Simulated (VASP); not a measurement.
## Sr: single point with PBEsol

The system is Sr.

```
Sr
1.0
     0.00000    2.95720    2.95720
     2.95720    0.00000    2.95720
     2.95720    2.95720    0.00000
Sr
1
Direct
  0.00000 0.00000 0.00000
```

```
Program             : VASP 6.6.1
Task                : single point
Functional          : PBEsol
Potentials or basis : VASP PAW PBE potentials, release 64 (Sr_sv)
Cutoff              : 520 eV
k mesh              : 12 × 12 × 12
Occupations         : methfessel-paxton, width 0.05 eV
Spin                : no spin polarisation
```

```
Pressure               : 0.0 GPa
Band gap on the k mesh : zero (filled and empty bands touch)
```

Levels at points of the mesh, in eV from the Fermi level:
| k point | band 3 | band 4 | band 5 | band 6 | band 7 | band 8 |
| --- | --- | --- | --- | --- | --- | --- |
| (0.00, 0.00, 0.00) | -18.32 | -18.32 | -3.77 | 2.39 | 2.39 | 2.39 |
| (0.50, 0.00, 0.00) | -18.35 | -18.35 | -1.18 | 0.15 | 2.22 | 2.22 |
| (0.50, 0.50, 0.00) | -18.41 | -18.41 | -0.73 | 0.27 | 1.18 | 5.10 |

Wall time 10 s on 1 thread of Intel(R) Xeon(R) 6975P-C (Granite Rapids), with other jobs on the host, peak memory 0.19 GiB.

Caveat: the PAW data sets were made with another functional, which shifts forces and pressure a little.
